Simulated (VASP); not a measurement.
# Al7RhN8 (P1) in VASP: a series of runs

Al7RhN8 is run at these levels: PBEsol+U; tasks: single point.

Everything below comes from runs of VASP 6.6.1. Logs are shortened: lines on timing, memory, paths and dates and some standing lists are left out, and cuts for length are marked.

## Step 1: The cell of the first run

The typed cell holds 16 atoms: a = 6.220 Å, b = 6.220 Å, c = 4.980 Å, α = 90.00°, β = 90.00°, γ = 120.00°.

## Step 2: Single point, PBEsol+U, collinear spin, ferromagnetic start

The input, INCAR:

```
  PREC = Accurate
  ENCUT = 520
  EDIFF = 1E-6
  ISMEAR = 0
  SIGMA = 0.05
  LREAL = Auto
  LASPH = T
  NELM = 150
  ALGO = Normal
  ISIF = 2
  LWAVE = F
  LCHARG = T
  ISPIN = 2
  MAGMOM = 4 0 0 0 0 0 0 0 0 0 0 0 0 0 0 0
  LORBIT = 11
  LMAXMIX = 4
  LDAU = T
  LDAUTYPE = 2
  LDAUL = 2 -1 -1
  LDAUU = 2 0 0
  LDAUJ = 0 0 0
  LDAUPRINT = 1
  GGA = PS
  LELF = T
  LVHAR = T
  NBANDS = 56
```

The input, KPOINTS:

```
regular mesh
0
Gamma
  3 3 4
```

The input, POSCAR:

```
Al7RhN8
1.0
    6.2200009000      0.0000000000      0.0000000000
   -3.1100004000      5.3866788000      0.0000000000
    0.0000000000      0.0000000000      4.9800000000
Rh Al N
1 7 8
Direct
    0.3332115613      0.1672873167      0.9670025164
    0.3371524352      0.6691299461      0.0064966929
    0.8310097354      0.1628412527      0.0067394622
    0.8312705180      0.6690789620      0.0063765683
    0.1638091504      0.3364534779      0.4978083476
    0.1639564111      0.8287378261      0.4974977478
    0.6717424666      0.3364334148      0.4976738655
    0.6665031960      0.8336231416      0.5028267348
    0.3332061996      0.1673614626      0.4090220889
    0.3358177260      0.6684647710      0.3817808908
    0.8317487646      0.1643737163      0.3819538471
    0.8319002051      0.6684144230      0.3817133424
    0.1519113100      0.3481628199      0.8755005379
    0.1521889848      0.8049622370      0.8750210269
    0.6952935430      0.3479837801      0.8753603230
    0.6664697336      0.8336573798      0.8821300011
```

Potentials or basis: VASP PAW PBE potentials, release 64 (Rh_pv, Al, N).

Launch:

```bash
$ cat potpaw_PBE.64/Rh_pv/POTCAR potpaw_PBE.64/Al/POTCAR potpaw_PBE.64/N/POTCAR > POTCAR
$ mpirun -np 1 vasp_std > vasp.out
```

OUTCAR:

```text
PREC = Accurate
   ENCUT = 520
   EDIFF = 1E-6
   ISMEAR = 0
   LREAL = Auto
   LASPH = T
   NELM = 150
   ISIF = 2
   ISPIN = 2
   LORBIT = 11
   GGA = PS

 ion  position               nearest neighbor table
   1  0.333  0.167  0.967-  15 2.00  13 2.00  14 2.00   9 2.20   5 2.96   7 2.96   6 2.97   2 3.12
                             4 3.12   3 3.12   3 3.12   4 3.12   2 3.12   6 3.21   7 3.21   5 3.21
   2  0.337  0.669  0.006-  14 1.85  13 1.85  10 1.87  16 1.88   6 3.03   5 3.03   8 3.04   3 3.07
                             8 3.07   4 3.07   5 3.10   6 3.10   1 3.12   1 3.12   4 3.15   3 3.15
   3  0.831  0.163  0.007-  15 1.85  13 1.85  11 1.87  16 1.88   7 3.03   5 3.03   8 3.04   2 3.07
                             4 3.07   8 3.07   5 3.10   7 3.11   1 3.12   1 3.12   4 3.15   2 3.15
   4  0.831  0.669  0.006-  14 1.85  15 1.85  12 1.87  16 1.88   6 3.03   7 3.03   8 3.04   8 3.07
                             3 3.07   2 3.07   7 3.10   6 3.10   1 3.12   1 3.12   2 3.15   3 3.15
   5  0.164  0.336  0.498-   9 1.88  11 1.88  10 1.88  13 1.89   1 2.96   3 3.03   2 3.03   7 3.06
                             6 3.06   2 3.10   3 3.10   8 3.11   8 3.11   6 3.16   7 3.16   1 3.21
   6  0.164  0.829  0.497-   9 1.88  12 1.88  10 1.88  14 1.88   1 2.97   2 3.03   4 3.03   5 3.06
                             7 3.06   4 3.10   2 3.10   8 3.11   8 3.11   7 3.16   5 3.16   1 3.21
   7  0.672  0.336  0.498-   9 1.88  12 1.88  11 1.88  15 1.89   1 2.96   3 3.03   4 3.03   5 3.06
                             6 3.06   4 3.10   3 3.11   8 3.11   8 3.11   6 3.16   5 3.16   1 3.21
   8  0.667  0.834  0.503-  12 1.88  10 1.88  11 1.88  16 1.89   3 3.04   2 3.04   4 3.04   4 3.07
                             2 3.07   3 3.07   7 3.11   6 3.11   5 3.11   5 3.11   6 3.11   7 3.11
   9  0.333  0.167  0.409-   5 1.88   7 1.88   6 1.88   1 2.20
  10  0.336  0.668  0.382-   2 1.87   5 1.88   6 1.88   8 1.88
  11  0.832  0.164  0.382-   3 1.87   7 1.88   5 1.88   8 1.88
  12  0.832  0.668  0.382-   4 1.87   7 1.88   6 1.88   8 1.88
  13  0.152  0.348  0.876-   2 1.85   3 1.85   5 1.89   1 2.00
  14  0.152  0.805  0.875-   2 1.85   4 1.85   6 1.88   1 2.00
  15  0.695  0.348  0.875-   3 1.85   4 1.85   7 1.89   1 2.00
  16  0.666  0.834  0.882-   3 1.88   2 1.88   4 1.88   8 1.89

  LATTYP: Found a hexagonal cell.
 ALAT       =     6.2200009000
 C/A-ratio  =     0.8006429710

  Lattice vectors:

 A1 = (   6.2200009000,   0.0000000000,   0.0000000000)
 A2 = (  -3.1100004000,   5.3866788000,   0.0000000000)
 A3 = (   0.0000000000,   0.0000000000,   4.9800000000)

Analysis of symmetry for initial positions (statically):
=====================================================================
 Subroutine PRICEL returns:
 Original cell was already a primitive cell.

 Routine SETGRP: Setting up the symmetry group for a
 hexagonal supercell.

 Subroutine GETGRP returns: Found  1 space group operations
 (whereof  1 operations were pure point group operations)
 out of a pool of 24 trial point group operations.

The static configuration has the point symmetry C_1 .

Analysis of symmetry for dynamics (positions and initial velocities):
=====================================================================
 Subroutine PRICEL returns:
 Original cell was already a primitive cell.

 Routine SETGRP: Setting up the symmetry group for a
 hexagonal supercell.

 Subroutine GETGRP returns: Found  1 space group operations
 (whereof  1 operations were pure point group operations)
 out of a pool of 24 trial point group operations.

The dynamic configuration has the point symmetry C_1 .

Analysis of structural, dynamic, and magnetic symmetry:
=====================================================================
 Subroutine PRICEL returns:
 Original cell was already a primitive cell.

 Routine SETGRP: Setting up the symmetry group for a
 hexagonal supercell.

 Subroutine GETGRP returns: Found  1 space group operations
 (whereof  1 operations were pure point group operations)
 out of a pool of 24 trial point group operations.

The overall configuration has the point symmetry C_1 .

 Subroutine INISYM returns: Found  1 space group operations
 (whereof  1 operations are pure point group operations),
[... 156 lines left out ...]
  volume of cell :      166.86
 maximum number of plane-waves:      4554
 NGX is ok and might be reduce to    48
   NGX = 23   NGY = 23   NGZ = 19

atom =   1  type =  1  l = 2

 onsite density matrix

spin component  1

  0.8278  0.0001 -0.0005  0.0408 -0.0003
  0.0001  0.8862 -0.0007 -0.0001  0.0409
 -0.0005 -0.0007  0.6237  0.0001  0.0023
  0.0408 -0.0001  0.0001  0.8864  0.0001
 -0.0003  0.0409  0.0023  0.0001  0.8275

spin component  2

  0.4844  0.0000  0.0001  0.1659  0.0001
  0.0000  0.8326  0.0004 -0.0001  0.1659
  0.0001  0.0004  0.5407 -0.0001 -0.0005
  0.1659 -0.0001 -0.0001  0.8328  0.0000
  0.0001  0.1659 -0.0005  0.0000  0.4844

 occupancies and eigenvectors

  o =  0.4179  v =  0.0000  0.0000  0.0000  0.0000  0.0000 -0.7010 -0.2435  0.0036  0.2804  0.6088      0.0000  0.0000  0.0000  0.0000  0.0000  0.0000  0.0000  0.0000  0.0000  0.0000
  o =  0.4181  v =  0.0000  0.0000  0.0000  0.0000  0.0000 -0.6088  0.2806 -0.0030  0.2437 -0.7009      0.0000  0.0000  0.0000  0.0000  0.0000  0.0000  0.0000  0.0000  0.0000  0.0000
  o =  0.5407  v =  0.0000  0.0000  0.0000  0.0000  0.0000 -0.0008 -0.0013 -1.0000  0.0002  0.0045      0.0000  0.0000  0.0000  0.0000  0.0000  0.0000  0.0000  0.0000  0.0000  0.0000
  o =  0.6237  v =  0.0027  0.0046  0.9999 -0.0009 -0.0122  0.0000  0.0000  0.0000  0.0000  0.0000      0.0000  0.0000  0.0000  0.0000  0.0000  0.0000  0.0000  0.0000  0.0000  0.0000
  o =  0.8062  v = -0.4973  0.3786 -0.0091  0.2549 -0.7378  0.0000  0.0000  0.0000  0.0000  0.0000      0.0000  0.0000  0.0000  0.0000  0.0000  0.0000  0.0000  0.0000  0.0000  0.0000
  o =  0.8071  v =  0.7377  0.2555 -0.0096 -0.3788 -0.4969  0.0000  0.0000  0.0000  0.0000  0.0000      0.0000  0.0000  0.0000  0.0000  0.0000  0.0000  0.0000  0.0000  0.0000  0.0000
  o =  0.8990  v =  0.0000  0.0000  0.0000  0.0000  0.0000  0.0441  0.9219  0.0004  0.1098  0.3689      0.0000  0.0000  0.0000  0.0000  0.0000  0.0000  0.0000  0.0000  0.0000  0.0000
  o =  0.8992  v =  0.0000  0.0000  0.0000  0.0000  0.0000 -0.3688  0.1099  0.0002 -0.9219  0.0438      0.0000  0.0000  0.0000  0.0000  0.0000  0.0000  0.0000  0.0000  0.0000  0.0000
  o =  0.9072  v =  0.0802  0.8757  0.0014  0.1571  0.4495  0.0000  0.0000  0.0000  0.0000  0.0000      0.0000  0.0000  0.0000  0.0000  0.0000  0.0000  0.0000  0.0000  0.0000  0.0000
  o =  0.9073  v = -0.4495  0.1567  0.0007 -0.8757  0.0809  0.0000  0.0000  0.0000  0.0000  0.0000      0.0000  0.0000  0.0000  0.0000  0.0000  0.0000  0.0000  0.0000  0.0000  0.0000

 number of electron      75.9999995 magnetization       1.4997940

 Free energy of the ion-electron system (eV)
  ---------------------------------------------------
  ext. energy  EPLUGINS =         0.00000000
  ---------------------------------------------------
  free energy    TOTEN  =      -121.06049038 eV

  energy without entropy =     -121.05460396  energy(sigma->0) =     -121.05754717

 E-fermi :   8.2817     XC(G=0): -11.4032

 val. band max:        8.2795554185   @ k =  -0.3333   0.3333   0.2500
 cond. band min:       8.2866191856   @ k =  -0.3333   0.0000   0.2500
 fundamental gap:      0.0070637671
 Fermi energy:         8.2817043310

 spin component 1

 k-point     1 :       0.0000    0.0000    0.0000
  band No.  band energies     occupation
      1     -39.1387      1.00000
      2     -39.1350      1.00000
      3     -38.5499      1.00000
      4      -8.9430      1.00000
      5      -7.0583      1.00000
      6      -7.0582      1.00000
[... 996 lines left out ...]
     49      14.2467      0.00000
     50      14.8557      0.00000
 Fermi energy:         8.2817043310

 spin component 2

 k-point     1 :       0.0000    0.0000    0.0000
  band No.  band energies     occupation
      1     -38.2674      1.00000
      2     -38.2588      1.00000
      3     -38.1225      1.00000
      4      -8.8839      1.00000
      5      -6.9657      1.00000
      6      -6.9652      1.00000
[... 996 lines left out ...]
     49      14.4433      0.00000
     50      14.9284      0.00000
 [bands above 50 left out]

------------------------ aborting loop because EDIFF is reached ----------------------------------------

  FORCE on cell =-STRESS in cart. coord.  units (eV):
  Direction    XX          YY          ZZ          XY          YZ          ZX
  --------------------------------------------------------------------------------------
  -------------------------------------------------------------------------------------
  Total        8.2925698      8.2519967      4.0430142     -0.0091615      0.0232240     -0.0058348
  in kB       79.6267237     79.2371335     38.8217383     -0.0879705      0.2230014     -0.0560272
  external PRESSURE =      65.8951985 kB  Pullay stress =       0.0000000 kB

 VOLUME and BASIS-vectors are now :
 -----------------------------------------------------------------------------
  energy-cutoff  :      520.00
  volume of cell :      166.86
      direct lattice vectors                 reciprocal lattice vectors
     6.220000900  0.000000000  0.000000000     0.160771681  0.092821572  0.000000000
    -3.110000400  5.386678800  0.000000000     0.000000000  0.185643146  0.000000000
     0.000000000  0.000000000  4.980000000     0.000000000  0.000000000  0.200803213

 POSITION                                       TOTAL-FORCE (eV/Angst)
 -----------------------------------------------------------------------------------
      1.55231      0.90112      4.81567        -0.006183     -0.001268      0.049688
      0.01609      3.60439      0.03235        -0.009251     -0.008736     -0.007797
      4.66244      0.87717      0.03356         0.001532      0.021113     -0.017440
      3.08967      3.60411      0.03176         0.010522     -0.010578     -0.006372
     -0.02748      1.81237      2.47909        -0.005800      0.002864      0.008089
     -1.55757      4.46414      2.47754         0.007492     -0.004531      0.011129
[... 8 lines left out ...]
      3.24250      1.87448      4.35929        -0.112242     -0.056561      0.001991
      1.55277      4.49064      4.39301         0.004923     -0.005800      0.010678
 -----------------------------------------------------------------------------------
    total drift:                               -0.001828      0.002331      0.017057

  FREE ENERGIE OF THE ION-ELECTRON SYSTEM (eV)
  ---------------------------------------------------
  free  energy   TOTEN  =      -121.0604903751 eV

  energy  without entropy=     -121.0546039646  energy(sigma->0) =     -121.05754717

 total charge

# of ion       s       p       d       tot
------------------------------------------
    1        0.375   6.302   7.174  13.851
    2        0.376   0.465   0.000   0.841
    3        0.376   0.465   0.000   0.841
    4        0.376   0.465   0.000   0.841
    5        0.372   0.450   0.000   0.823
    6        0.372   0.450   0.000   0.823
[... 8 lines left out ...]
   15        1.234   2.582   0.000   3.816
   16        1.218   2.640   0.000   3.859
--------------------------------------------------
tot         12.805  30.341   7.174  50.320

 magnetization (x)

# of ion       s       p       d       tot
------------------------------------------
    1        0.006   0.054   0.876   0.935
    2        0.003   0.004   0.000   0.007
    3        0.003   0.004   0.000   0.007
    4        0.003   0.004   0.000   0.007
    5        0.000   0.001   0.000   0.001
    6        0.000   0.001   0.000   0.001
[... 8 lines left out ...]
   15        0.007   0.063   0.000   0.069
   16        0.000   0.005   0.000   0.005
--------------------------------------------------
tot          0.036   0.274   0.876   1.185
```

It took 6.9 min on 1 thread of Intel Xeon 6975P-C (Granite Rapids), shared host; peak memory 0.49 GiB.

What came out:

- Free energy: -121.0605 eV
- Pressure: 6.6 GPa
- Largest force: 0.137 eV/Å
- Net moment: 1.50 μB per cell
- Site moments: Rh +0.94; Al +0.01, +0.00 (each value once); N +0.01, +0.00, +0.07 (each value once) μB
- Valence electrons inside the program's atomic spheres: Rh 13.85; Al 0.84, 0.82 (each value once); N 3.76, 3.86, 3.82 (each value once)

Forces on the atoms (eV/Å):
```
Rh  -0.006 -0.001  0.050
Al  -0.009 -0.009 -0.008
Al   0.002  0.021 -0.017
Al   0.011 -0.011 -0.006
Al  -0.006  0.003  0.008
Al   0.007 -0.005  0.011
Al   0.005 -0.005  0.012
Al  -0.008  0.008  0.005
N    0.000 -0.004 -0.072
N    0.004  0.006  0.001
N    0.003 -0.009 -0.002
N   -0.005  0.006 -0.001
N    0.117 -0.071 -0.001
N   -0.008  0.133  0.009
N   -0.112 -0.057  0.002
N    0.005 -0.006  0.011
```

Stress tensor (GPa, compression positive):
```
 7.96 -0.01 -0.01
-0.01  7.92  0.02
-0.01  0.02  3.88
```

Levels at points of the mesh, in eV from the Fermi level:
Spin up:
```
           k point  band 36  band 37  band 38  band 39  band 40  band 41  band 42  band 43
(0.00, 0.00, 0.00)    -1.74    -1.74    -1.02     0.16     0.17     2.08     3.91     3.92
(0.00, 0.00, 0.50)    -1.75    -1.74     0.06     0.06     0.86     3.29     3.30     3.41
```
Spin down:
| k point | band 33 | band 34 | band 35 | band 36 | band 37 | band 38 | band 39 | band 40 | band 41 | band 42 |
| --- | --- | --- | --- | --- | --- | --- | --- | --- | --- | --- |
| (0.00, 0.00, 0.00) | -2.62 | -2.47 | -2.47 | -1.46 | -1.46 | -0.67 | 0.97 | 0.97 | 2.21 | 3.94 |
| (0.00, 0.00, 0.50) | -3.18 | -2.71 | -2.71 | -1.45 | -1.45 | 0.83 | 0.83 | 1.30 | 3.33 | 3.33 |

Eigenvalues of the final occupation matrices:
```tsv
site	spin	trace	eigenvalues
site 1 d	1	4.05	0.62 0.81 0.81 0.91 0.91
site 1 d	2	3.17	0.42 0.42 0.54 0.90 0.90
```

Caveat: the k points lie up to 0.39 Å⁻¹ apart; the PAW data sets were made with another functional, which shifts forces and pressure a little. The state reached can hang on the start; a lower one may exist.

## Step 3: Single point, PBEsol+U, collinear spin, ferromagnetic start

The input, INCAR:

```
SYSTEM = Al7RhN8
PREC = Accurate
ENCUT = 520
EDIFF = 1E-7
ISMEAR = 0
SIGMA = 0.05
LREAL = Auto
LASPH = .TRUE.
NELM = 150
ALGO = Normal
ISIF = 2
LWAVE = .FALSE.
LCHARG = .FALSE.
ISPIN = 2
MAGMOM = 0.42 0 0 0 0 0 0 0 0 0 0 0 0.03 0.03 0.03 0
LORBIT = 11
LMAXMIX = 4
LDAU = .TRUE.
LDAUTYPE = 2
LDAUL = 2 -1 -1
LDAUU = 2 0 0
LDAUJ = 0 0 0
LDAUPRINT = 1
GGA = PS
NBANDS = 56
```

The input, KPOINTS:

```
regular mesh
0
G
  3 3 4
  0 0 0
```

POSCAR is that of step 2.

Potentials or basis: VASP PAW PBE potentials, release 64 (Rh_pv, Al, N).

Launch:

```bash
$ cat potpaw_PBE.64/Rh_pv/POTCAR potpaw_PBE.64/Al/POTCAR potpaw_PBE.64/N/POTCAR > POTCAR
$ mpirun -np 1 vasp_std > vasp.out
```

Wall time 8.3 min (1 thread of Intel Xeon 6975P-C (Granite Rapids), shared host); peak memory 0.48 GiB.

It converged, with:

- Free energy: -121.0643 eV
- Pressure: 6.2 GPa
- Largest force: 0.170 eV/Å
- Net moment: 0.73 μB per cell
- Site moments: Rh +0.48; Al +0.00; N +0.00, +0.03 (each value once) μB
- Valence electrons inside the program's atomic spheres: Rh 13.87; Al 0.84, 0.82 (each value once); N 3.76, 3.86, 3.81 (each value once)

Forces on the atoms (eV/Å):
```
Rh  -0.006 -0.005 -0.101
Al   0.050  0.028  0.041
Al   0.000 -0.047  0.031
Al  -0.048  0.025  0.042
Al  -0.015  0.007 -0.031
Al   0.008 -0.013 -0.031
Al   0.014 -0.002 -0.028
Al  -0.008  0.008 -0.001
N    0.001 -0.006 -0.036
N   -0.002  0.002  0.000
N    0.003 -0.002 -0.003
N    0.001  0.003 -0.002
N    0.135 -0.083  0.036
N   -0.007  0.161  0.053
N   -0.132 -0.070  0.041
N    0.005 -0.006 -0.012
```

Stress tensor (GPa, compression positive):
```
 7.42 -0.01  0.00
-0.01  7.34  0.02
 0.00  0.02  3.75
```

Levels at points of the mesh, in eV from the Fermi level:
Spin up:
```
           k point  band 34  band 35  band 36  band 37  band 38  band 39  band 40  band 41  band 42  band 43
(0.00, 0.00, 0.00)    -2.48    -2.48    -1.62    -1.62    -0.88     0.37     0.38     2.13     3.93     3.94
(0.00, 0.00, 0.50)    -2.72    -2.72    -1.62    -1.61     0.26     0.26     1.04     3.32     3.32     3.45
```
Spin down:
```tsv
k point	band 35	band 36	band 37	band 38	band 39	band 40	band 41	band 42
(0.00, 0.00, 0.00)	-2.47	-1.47	-1.47	-0.73	0.78	0.79	2.19	3.95
(0.00, 0.00, 0.50)	-2.70	-1.46	-1.46	0.65	0.67	1.22	3.33	3.33
```

Eigenvalues of the final occupation matrices:
| site | spin | trace | eigenvalues |
| --- | --- | --- | --- |
| site 1 d | 1 | 3.86 | 0.58 0.73 0.73 0.90 0.90 |
| site 1 d | 2 | 3.40 | 0.52 0.53 0.56 0.90 0.90 |

Caveat: the k points lie up to 0.39 Å⁻¹ apart; a moment this small can come from the mesh or the smearing; the PAW data sets were made with another functional, which shifts forces and pressure a little.
